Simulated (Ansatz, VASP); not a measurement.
## Zn: VASP beside Ansatz

INCAR

```
SYSTEM = Zn
PREC     = Accurate       ! precision mode
ENCUT    = 520            ! plane-wave cutoff, eV
EDIFF    = 1E-8           ! SCF threshold, eV
ISMEAR   = -1             ! smearing method
SIGMA    = 0.08           ! smearing width, eV
LREAL    = .False.        ! projectors in reciprocal space
LASPH    = .True.         ! aspherical terms in the spheres
NELM     = 100            ! most SCF steps
ALGO     = Normal         ! electronic algorithm
ISIF     = 2              ! what is computed and relaxed
LWAVE    = .False.        ! write WAVECAR
LCHARG   = .False.        ! write CHGCAR
GGA      = PE             ! functional
LEFG     = .True.       
NBANDS   = 19             ! bands
```

File KPOINTS:

```
Automatic mesh
0
Gamma
  18 18 10
  0 0 0
```

The input POSCAR:

```
Zn
1.0
    2.5563227947      0.0000000000      0.0000000000
   -1.2781613973      2.2138404805      0.0000000000
    0.0000000000      0.0000000000      5.0927270444
Zn
2
Direct
    0.3333333333      0.6666666667      0.2500000000
    0.6666666667      0.3333333333      0.7500000000
```

Input for Ansatz:

```yaml
crystal:
  lattice:
    - [2.5563227947, 0.0, 0.0]
    - [-1.2781613973, 2.2138404805, 0.0]
    - [0.0, 0.0, 5.0927270444]
  atoms:
    - { symbol: Zn, position: [0.3333333333, 0.6666666667, 0.25] }
    - { symbol: Zn, position: [0.6666666667, 0.3333333333, 0.75] }
kpoints:
  mp_grid: { grid: [18, 18, 10] }
scf:
  occupations: { method: fermi_dirac, width: 0.08 }
hamiltonian:
  xc: pbe
  pseudopotentials: { kind: paw }
output:
  forces: true
  stress: true
  eigenvalues: true
  efg: { contact_densities: true }
```

Change from the starting cell: x and y stretched by -3 %, z held, PAW files.

Alike in both runs: task electric field gradients; functional PBE; k mesh 18 × 18 × 10; occupations fermi-dirac, width 0.08 eV; no spin polarisation.

|  | VASP | Ansatz |
| --- | --- | --- |
| version | VASP 6.6.1 | Ansatz 0.2.0 |
| potentials or method | VASP PAW PBE potentials, release 64 (Zn) | PAW with Ansatz's default frozen-core files, scalar-relativistic |
| plane-wave cutoff (eV) | 520 | 420 |
| valence electrons in the cell | 24 | 24 |

VASP gave:

| Property | Result |
| --- | --- |
| pressure (GPa) | 6.9 |
| traceless stress, the component that is largest in VASP (GPa) | -4.78 |
| size of Vzz on the site where it differs most (V/Å²) | 65.4 |

Q: Which values does Ansatz return?

A: Pressure (GPa): 6.5; traceless stress, the component that is largest in VASP (GPa): -4.51; size of Vzz on the site where it differs most (V/Å²): 63.8.
